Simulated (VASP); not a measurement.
# Si in VASP: further runs, part 3 of 3

VASP 6.6.1. The steps go on from the part before.

## Step 4: Electric field gradients, LDA (12.92 Å³/atom)

This run uses another cell than the first one, of 12.92 Å³/atom.

INCAR

```
SYSTEM = Si
PREC     = Accurate       ! precision mode
ENCUT    = 520            ! plane-wave cutoff, eV
EDIFF    = 1E-8           ! SCF threshold, eV
ISMEAR   = -1             ! smearing method
SIGMA    = 0.05           ! smearing width, eV
LREAL    = .FALSE.        ! projectors in reciprocal space
LASPH    = .TRUE.         ! aspherical terms in the spheres
NELM     = 60             ! most SCF steps
ALGO     = Normal         ! electronic algorithm
ISIF     = 2              ! what is computed and relaxed
LWAVE    = .FALSE.        ! write WAVECAR
LCHARG   = .FALSE.        ! write CHGCAR
GGA      = CA             ! functional
LEFG     = .TRUE.       
NBANDS   = 11             ! bands
```

KPOINTS

```
regular mesh
0
G
  16 16 16
  0 0 0
```

POSCAR

```
Si
1.0
   -2.2128400857      2.3283481754      1.2533856549
    2.2128400857     -2.3283481754      1.2533856549
    2.2128400857      2.3283481754     -1.2533856549
Si
2
Direct
    0.8070000000      0.5570000000      0.2500000000
    0.1930000000      0.4430000000      0.7500000000
```

Potentials or basis: VASP PAW LDA potentials, release 64 (Si).

Started as:

```console
$ cat potpaw_LDA.64/Si/POTCAR > POTCAR
$ mpirun -np 1 vasp_std > vasp.out
```

OUTCAR:

```text
SYSTEM = Si
   PREC = Accurate
   ENCUT = 520
   EDIFF = 1E-8
   ISMEAR = -1
   LREAL = .FALSE.
   LASPH = .TRUE.
   NELM = 60
   ISIF = 2
   GGA = CA

 ion  position               nearest neighbor table
   1  0.807  0.557  0.250-   2 2.35   2 2.35   2 2.42   2 2.42   2 2.70   2 2.70
   2  0.193  0.443  0.750-   1 2.35   1 2.35   1 2.42   1 2.42   1 2.70   1 2.70

  LATTYP: Found a body centered orthorhombic cell.
 ALAT       =     2.5067713098
 B/A-ratio  =     1.7654901961
 C/A-ratio  =     1.8576470588

  Lattice vectors:

 A1 = (   2.2128400857,  -2.3283481754,   1.2533856549)
 A2 = (  -2.2128400857,  -2.3283481754,  -1.2533856549)
 A3 = (   2.2128400857,   2.3283481754,  -1.2533856549)

Analysis of symmetry for initial positions (statically):
=====================================================================
 Subroutine PRICEL returns:
 Original cell was already a primitive cell.

 Routine SETGRP: Setting up the symmetry group for a
 body centered orthorhombic supercell.

 Subroutine GETGRP returns: Found  8 space group operations
 (whereof  4 operations were pure point group operations)
 out of a pool of  8 trial point group operations.

The static configuration has the point symmetry C_2h.
 The point group associated with its full space group is D_2h.

Analysis of symmetry for dynamics (positions and initial velocities):
=====================================================================
 Subroutine PRICEL returns:
 Original cell was already a primitive cell.

 Routine SETGRP: Setting up the symmetry group for a
 body centered orthorhombic supercell.

 Subroutine GETGRP returns: Found  8 space group operations
 (whereof  4 operations were pure point group operations)
 out of a pool of  8 trial point group operations.

The dynamic configuration has the point symmetry C_2h.
 The point group associated with its full space group is D_2h.

 Subroutine INISYM returns: Found  8 space group operations
 (whereof  4 operations are pure point group operations),
 and found     1 'primitive' translations

----------------------------------------------------------------------------------------

                                     Primitive cell

  volume of cell :      25.8311

  direct lattice vectors                    reciprocal lattice vectors
    -2.212840086  2.328348175  1.253385655     0.000000000  0.214744515  0.398919517
     2.212840086 -2.328348175  1.253385655     0.225953969  0.000000000  0.398919517
     2.212840086  2.328348175 -1.253385655     0.225953969  0.214744515  0.000000000

  length of vectors
     3.448020022  3.448020022  3.448020022     0.453047445  0.458466986  0.311721675

  position of ions in fractional coordinates (direct lattice)
     0.807000000  0.557000000  0.250000000
     0.193000000  0.443000000  0.750000000

  ion indices of the primitive-cell ions
   primitive index   ion index
                 1           1
                 2           2

----------------------------------------------------------------------------------------
[... 82 lines left out ...]
   NUPDOWN=      -1.0000    fix difference up-down
   EMIN   =  10.00;   EMAX   =-10.00  energy-range for DOS
   EFERMI =   0.00;   METHOD = LEGACY
   ISMEAR =    -1;   SIGMA  =   0.05  broadening in eV -4-tet -1-fermi 0-gaus
   EFERMI_NEDOS =   21; number of points for ismear=-14 and -15
   IALGO  =     38    algorithm
   IMIX   =      4    mixing-type and parameters
     AMIX     =   0.40;   BMIX     =  1.00
     AMIX_MAG =   1.60;   BMIX_MAG =  1.00
  volume/ion in A,a.u.               =      12.92        87.16
  Fermi-wavevector in a.u.,A,eV,Ry     =   1.107620  2.093097 16.691913  1.226821
  Thomas-Fermi vector in A             =   2.244136
   LORBIT       =      0    0 simple, 1 ext, 2 COOP (PROOUT), +10 PAW based schemes
   GGA     = CA    functional components
   LHFCALC =     F    Hartree Fock is set to
   AEXX    =    0.0000 exact exchange contribution
   IVDW    =     0    specifies the selected vdW correction
   LEPSILON=     F    determine dielectric tensor
   LRPA    =     F    only Hartree local field effects (RPA)
 non-spin polarized calculation
  energy-cutoff  :      520.00
  volume of cell :       25.83
 maximum number of plane-waves:       714
 NGX is ok and might be reduce to    28
   NGX = 13   NGY = 13   NGZ = 13

 number of electron       7.9999999 magnetization

 Free energy of the ion-electron system (eV)
  ---------------------------------------------------
  ext. energy  EPLUGINS =         0.00000000
  ---------------------------------------------------
  free energy    TOTEN  =       -11.28752867 eV

  energy without entropy =      -11.28154268  energy(sigma->0) =      -11.28453568

 E-fermi :  11.3899     XC(G=0): -11.6644

 val. band max:       11.3864346403   @ k =  -0.2500   0.4375   0.2500
 cond. band min:      11.3899236913   @ k =   0.2500   0.1250   0.0000
 fundamental gap:      0.0034890510
 Fermi energy:        11.3899231520

 k-point     1 :       0.0000    0.0000    0.0000
  band No.  band energies     occupation
      1      -3.8542      2.00000
      2       8.3132      2.00000
      3       8.8288      2.00000
      4       9.8745      2.00000
      5      12.2794      0.00000
      6      19.2429      0.00000
      7      20.8655      0.00000
      8      21.7272      0.00000
      9      22.4238      0.00000
     10      22.5824      0.00000
     11      23.6546      0.00000
[... 309 lines left out ...]
 k-point    24 :      -0.1250    0.0625    0.0000
  band No.  band energies     occupation
      1      -3.6324      2.00000
      2       7.1973      2.00000
      3       8.5607      2.00000
      4      10.9608      1.99963
      5      13.3208      0.00000
      6      17.4488      0.00000
      7      19.8922      0.00000
      8      21.1692      0.00000
      9      21.7246      0.00000
     10      22.6605      0.00000
     11      24.1445      0.00000

 [... further k-points ...]
[... 5 lines left out ...]
  --------------------------------------------------------------------------------------
  -------------------------------------------------------------------------------------
  Total        3.0631819      3.6678628      3.0717357      0.0000000      0.0000000      0.0000000
  in kB      189.9943565    227.4997910    190.5249093      0.0000000      0.0000000      0.0000000
  external PRESSURE =     202.6730189 kB  Pullay stress =       0.0000000 kB

 VOLUME and BASIS-vectors are now :
 -----------------------------------------------------------------------------
  energy-cutoff  :      520.00
  volume of cell :       25.83
      direct lattice vectors                 reciprocal lattice vectors
    -2.212840086  2.328348175  1.253385655     0.000000000  0.214744515  0.398919517
     2.212840086 -2.328348175  1.253385655     0.225953969  0.000000000  0.398919517
     2.212840086  2.328348175 -1.253385655     0.225953969  0.214744515  0.000000000

 POSITION                                       TOTAL-FORCE (eV/Angst)
 -----------------------------------------------------------------------------------
      0.00000      1.16417      1.39627        -0.000000     -0.000000     -0.034439
      2.21284      1.16417     -0.14289         0.000000      0.000000      0.034439
 -----------------------------------------------------------------------------------
    total drift:                                0.000000     -0.000000     -0.000000

  FREE ENERGIE OF THE ION-ELECTRON SYSTEM (eV)
  ---------------------------------------------------
  free  energy   TOTEN  =       -11.2875286674 eV

  energy  without entropy=      -11.2815426827  energy(sigma->0) =      -11.28453568

 Electric field gradients (V/A^2)
---------------------------------------------------------------------
 ion       V_xx      V_yy      V_zz      V_xy      V_xz      V_yz
---------------------------------------------------------------------
   1      10.697   -27.907    17.210     0.000     0.000     0.000
   2      10.697   -27.907    17.210     0.000     0.000     0.000
---------------------------------------------------------------------

 Electric field gradients after diagonalization (V/A^2)
 (convention: |V_zz| > |V_xx| > |V_yy|)
----------------------------------------------------------------------
 ion       V_xx      V_yy      V_zz     asymmetry (V_yy - V_xx)/ V_zz
----------------------------------------------------------------------
   1      17.210    10.697   -27.907       0.233
   2      17.210    10.697   -27.907       0.233
----------------------------------------------------------------------

           NMR quadrupolar parameters

 Cq : quadrupolar parameter    Cq=e*Q*V_zz/h
 eta: asymmetry parameters     (V_yy - V_xx)/ V_zz
 Q  : nuclear electric quadrupole moment in mb (millibarn)
----------------------------------------------------------------------
 ion       Cq(MHz)       eta       Q (mb)
----------------------------------------------------------------------
   1      -0.067       0.233       1.000
   2      -0.067       0.233       1.000
----------------------------------------------------------------------
```

Wall time 63 s (1 thread of Intel Xeon 6975P-C (Granite Rapids), shared host); peak memory 0.24 GiB.

What came out:

| Quantity | Value |
| --- | --- |
| Free energy | -11.2875 eV |
| Pressure | 20.3 GPa |
| Largest force | 0.034 eV/Å |
| Band gap on the k mesh | zero (bands 4 and 5 overlap by 7.73 eV) |
| Largest electric field gradient by atom | Si -27.9 V/Å² |

Forces on the atoms (eV/Å):
```
Si   0.000  0.000 -0.034
Si   0.000  0.000  0.034
```

Electric field gradients, principal values (V/Å²):
| atom | least | middle | greatest (by size) |
| --- | --- | --- | --- |
| 1 Si | 10.697 | 17.210 | -27.907 |
| 2 Si | 10.697 | 17.210 | -27.907 |

Caveat: the cell stands under pressure; without QUAD_EFG the Cq values of the log hold for a quadrupole moment of 1 mb, not for the nuclei.
